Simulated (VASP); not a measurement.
# Ir (Fm-3m) in VASP: notebook

Ir is run at these levels: r2SCAN; tasks: single point.

Everything below comes from runs of VASP 6.6.1. Logs are shortened: lines on timing, memory, paths and dates and some standing lists are left out, and cuts for length are marked.

### 1 The cell of the first run

Symmetry: Fm-3m, No. 225, cubic system. Conventional cell: a = 3.684 Å, b = 3.684 Å, c = 3.684 Å, α = 90.00°, β = 90.00°, γ = 90.00°. Within 3.4 Å of Ir (site symmetry m-3m) lie 12 Ir at 2.60 Å.

### 2 Single point, r2SCAN (12.50 Å³/atom)

Contents of POSCAR:

```
Ir
1.0
    0.0000000000      1.8418982451      1.8418982451
    1.8418982451      0.0000000000      1.8418982451
    1.8418982451      1.8418982451      0.0000000000
Ir
1
Direct
    0.0000000000      0.0000000000      0.0000000000
```

Contents of INCAR.step1:

```
SYSTEM = Ir
PREC     = Accurate       ! precision mode
ENCUT    = 620            ! plane-wave cutoff, eV
ISMEAR   = 0              ! smearing method
SIGMA    = 0.1            ! smearing width, eV
LREAL    = .False.        ! projectors in reciprocal space
LASPH    = .True.         ! aspherical terms in the spheres
NELM     = 120            ! most SCF steps
NBANDS   = 14             ! bands
GGA      = PE             ! functional
ALGO     = Normal         ! electronic algorithm
EDIFF    = 1E-5           ! SCF threshold, eV
LWAVE    = .True.         ! write WAVECAR
LCHARG   = .False.        ! write CHGCAR
GGA_COMPAT= .False.
```

Contents of INCAR.step2:

```
SYSTEM = Ir
PREC     = Accurate       ! precision mode
ENCUT    = 620            ! plane-wave cutoff, eV
EDIFF    = 1E-6           ! SCF threshold, eV
ISMEAR   = 0              ! smearing method
SIGMA    = 0.1            ! smearing width, eV
LREAL    = .False.        ! projectors in reciprocal space
LASPH    = .True.         ! aspherical terms in the spheres
NELM     = 120            ! most SCF steps
ALGO     = Normal         ! electronic algorithm
ISIF     = 2              ! what is computed and relaxed
LWAVE    = .False.        ! write WAVECAR
LCHARG   = .True.         ! write CHGCAR
METAGGA  = R2SCAN         ! meta-GGA
LMIXTAU  = .True.       
LELF     = .True.         ! ELF
LVHAR    = .True.       
NBANDS   = 14             ! bands
ISTART   = 1            
GGA_COMPAT= .False.
```

Contents of KPOINTS:

```
Automatic mesh
0
Gamma
  18 18 18
  0 0 0
```

Potentials or basis: VASP PAW PBE potentials, release 64 (Ir_sv_GW).

Started as:

```console
> cat potpaw_PBE.64/Ir_sv_GW/POTCAR > POTCAR
> cp INCAR.step1 INCAR
> mpirun -np 1 vasp_std > vasp.out
> cp INCAR.step2 INCAR
> mpirun -np 1 vasp_std > vasp.out
```

OUTCAR:

```text
SYSTEM = Ir
   PREC = Accurate
   ENCUT = 620
   EDIFF = 1E-6
   ISMEAR = 0
   LREAL = .False.
   LASPH = .True.
   NELM = 120
   ISIF = 2
   METAGGA = R2SCAN
   ISTART = 1

 ion  position               nearest neighbor table
   1  0.000  0.000  0.000-

  LATTYP: Found a face centered cubic cell.
 ALAT       =     3.6837964902

  Lattice vectors:

 A1 = (   0.0000000000,   1.8418982451,   1.8418982451)
 A2 = (   1.8418982451,   0.0000000000,   1.8418982451)
 A3 = (   1.8418982451,   1.8418982451,   0.0000000000)

Analysis of symmetry for initial positions (statically):
=====================================================================
 Subroutine PRICEL returns:
 Original cell was already a primitive cell.

 Routine SETGRP: Setting up the symmetry group for a
 face centered cubic supercell.

 Subroutine GETGRP returns: Found 48 space group operations
 (whereof 48 operations were pure point group operations)
 out of a pool of 48 trial point group operations.

The static configuration has the point symmetry O_h .

Analysis of symmetry for dynamics (positions and initial velocities):
=====================================================================
 Subroutine PRICEL returns:
 Original cell was already a primitive cell.

 Routine SETGRP: Setting up the symmetry group for a
 face centered cubic supercell.

 Subroutine GETGRP returns: Found 48 space group operations
 (whereof 48 operations were pure point group operations)
 out of a pool of 48 trial point group operations.

The dynamic configuration has the point symmetry O_h .

 Subroutine INISYM returns: Found 48 space group operations
 (whereof 48 operations are pure point group operations),
 and found     1 'primitive' translations

----------------------------------------------------------------------------------------

                                     Primitive cell

  volume of cell :      12.4976

  direct lattice vectors                    reciprocal lattice vectors
     0.000000000  1.841898245  1.841898245    -0.271459078  0.271459078  0.271459078
     1.841898245  0.000000000  1.841898245     0.271459078 -0.271459078  0.271459078
     1.841898245  1.841898245  0.000000000     0.271459078  0.271459078 -0.271459078

  length of vectors
     2.604837479  2.604837479  2.604837479     0.470180916  0.470180916  0.470180916

  position of ions in fractional coordinates (direct lattice)
     0.000000000  0.000000000  0.000000000

  ion indices of the primitive-cell ions
   primitive index   ion index
[... 76 lines left out ...]
   NSW    =      0    number of steps for IOM
   IBRION =     -1    ionic relax: 0-MD 1-quasi-New 2-CG
   NFREE  =      0    steps in history (QN), initial steepest desc. (CG)
   ISIF   =      2    stress and relaxation
   ISYM   =      2    0-nonsym 1-usesym 2-fastsym
   POTIM  = 0.5000    time-step for ionic-motion
   TEBEG  =    0.0;   TEEND  =   0.0 temperature during run
   PSTRESS=    0.0 pullay stress
   NELECT =      17.0000    total number of electrons
   NUPDOWN=      -1.0000    fix difference up-down
   EMIN   =  10.00;   EMAX   =-10.00  energy-range for DOS
   EFERMI =   0.00;   METHOD = LEGACY
   ISMEAR =     0;   SIGMA  =   0.10  broadening in eV -4-tet -1-fermi 0-gaus
   EFERMI_NEDOS =   21; number of points for ismear=-14 and -15
   IALGO  =     38    algorithm
   IMIX   =      4    mixing-type and parameters
     AMIX     =   0.40;   BMIX     =  1.00
     AMIX_MAG =   1.60;   BMIX_MAG =  1.00
  volume/ion in A,a.u.               =      12.50        84.34
  Fermi-wavevector in a.u.,A,eV,Ry     =   1.813909  3.427791 44.766787  3.290266
  Thomas-Fermi vector in A             =   2.871849
   LORBIT       =      0    0 simple, 1 ext, 2 COOP (PROOUT), +10 PAW based schemes
   METAGGA = R2SCAN    functional components
   LHFCALC =     F    Hartree Fock is set to
   AEXX    =    0.0000 exact exchange contribution
   IVDW    =     0    specifies the selected vdW correction
   LEPSILON=     F    determine dielectric tensor
   LRPA    =     F    only Hartree local field effects (RPA)
 non-spin polarized calculation
 Gauss-broadening in eV      SIGMA  =   0.10
  energy-cutoff  :      620.00
  volume of cell :       12.50
 maximum number of plane-waves:       452
 NGX is ok and might be reduce to    24
   NGX = 11   NGY = 11   NGZ = 11

 number of electron      17.0000000 magnetization

 Free energy of the ion-electron system (eV)
  ---------------------------------------------------
  ext. energy  EPLUGINS =         0.00000000
  ---------------------------------------------------
  free energy    TOTEN  =       -52.60329286 eV

  energy without entropy =      -52.59954824  energy(sigma->0) =      -52.60142055

 E-fermi :  15.2826     XC(G=0): -16.8374

 val. band max:       15.2769047476   @ k =  -0.3333   0.3333   0.0000
 cond. band min:      15.2861690573   @ k =   0.3333   0.1111   0.0556
 fundamental gap:      0.0092643097
 Fermi energy:        15.2825823678

 k-point     1 :       0.0000    0.0000    0.0000
  band No.  band energies     occupation
      1     -80.2540      2.00000
      2     -35.8733      2.00000
      3     -35.8733      2.00000
      4     -35.8733      2.00000
      5       2.3372      2.00000
      6      10.4021      2.00000
      7      10.4021      2.00000
      8      10.4021      2.00000
      9      13.7096      2.00000
     10      13.7096      2.00000
     11      29.0102      0.00000
     12      35.5520      0.00000
     13      35.5520      0.00000
     14      35.5520      0.00000
[... 377 lines left out ...]
      1     -80.1906      2.00000
      2     -36.5092      2.00000
      3     -36.0018      2.00000
      4     -35.9443      2.00000
      5       4.8789      2.00000
      6       9.6105      2.00000
      7      10.9363      2.00000
      8      11.0435      2.00000
      9      13.3159      2.00000
     10      14.4230      2.00000
     11      30.0313      0.00000
     12      33.1448      0.00000
     13      39.0191      0.00000
     14      40.7123      0.00000

 [... further k-points ...]
[... 5 lines left out ...]
  --------------------------------------------------------------------------------------
  -------------------------------------------------------------------------------------
  Total        5.1008658      5.1008658      5.1008658      0.0000000     -0.0000000      0.0000000
  in kB      653.9244624    653.9244624    653.9244624      0.0000000     -0.0000000      0.0000000
  external PRESSURE =     653.9244624 kB  Pullay stress =       0.0000000 kB

 VOLUME and BASIS-vectors are now :
 -----------------------------------------------------------------------------
  energy-cutoff  :      620.00
  volume of cell :       12.50
      direct lattice vectors                 reciprocal lattice vectors
     0.000000000  1.841898245  1.841898245    -0.271459078  0.271459078  0.271459078
     1.841898245  0.000000000  1.841898245     0.271459078 -0.271459078  0.271459078
     1.841898245  1.841898245  0.000000000     0.271459078  0.271459078 -0.271459078

 POSITION                                       TOTAL-FORCE (eV/Angst)
 -----------------------------------------------------------------------------------
      0.00000      0.00000      0.00000         0.000000      0.000000     -0.000000
 -----------------------------------------------------------------------------------
    total drift:                                0.000000     -0.000000     -0.000000

  FREE ENERGIE OF THE ION-ELECTRON SYSTEM (eV)
  ---------------------------------------------------
  free  energy   TOTEN  =       -52.6032928570 eV

  energy  without entropy=      -52.5995482422  energy(sigma->0) =      -52.60142055
```

OUTCAR.step1:

```text
SYSTEM = Ir
   PREC = Accurate
   ENCUT = 620
   ISMEAR = 0
   LREAL = .False.
   LASPH = .True.
   NELM = 120
[... 625 lines left out ...]
 -----------------------------------------------------------------------------------
      0.00000      0.00000      0.00000        -0.000000      0.000000      0.000000
 -----------------------------------------------------------------------------------
    total drift:                                0.000000      0.000000     -0.000000

  FREE ENERGIE OF THE ION-ELECTRON SYSTEM (eV)
  ---------------------------------------------------
  free  energy   TOTEN  =        -9.0240390027 eV

  energy  without entropy=       -9.0200504803  energy(sigma->0) =       -9.02204474
```

It took 60 s on 1 thread of Intel Xeon 6975P-C (Granite Rapids), shared host; peak memory 0.18 GiB.

Results:

* Free energy: -52.6033 eV
* Pressure: 65.4 GPa
* Band gap on the k mesh: zero (an odd number of electrons rules out a gap without spin polarisation)

Levels at points of the mesh, in eV from the Fermi level:
| k point | band 5 | band 6 | band 7 | band 8 | band 9 | band 10 | band 11 | band 12 |
| --- | --- | --- | --- | --- | --- | --- | --- | --- |
| (0.00, 0.00, 0.00) | -12.95 | -4.88 | -4.88 | -4.88 | -1.57 | -1.57 | 13.73 | 20.27 |
| (0.50, 0.00, 0.00) | -9.88 | -5.08 | -5.08 | -1.01 | 1.13 | 1.13 | 9.10 | 13.52 |
| (0.50, 0.50, 0.00) | -9.85 | -9.19 | 1.04 | 1.79 | 1.92 | 1.92 | 12.58 | 12.58 |

Caveat: the cell stands under pressure; the PAW data sets were made with another functional, which shifts forces and pressure a little; spin-orbit coupling is left out, which moves the levels of the heavy elements.

(Part 1 of 2 ends here.)

The gap in the log of VASP goes by the Fermi energy; the results here count the filled bands.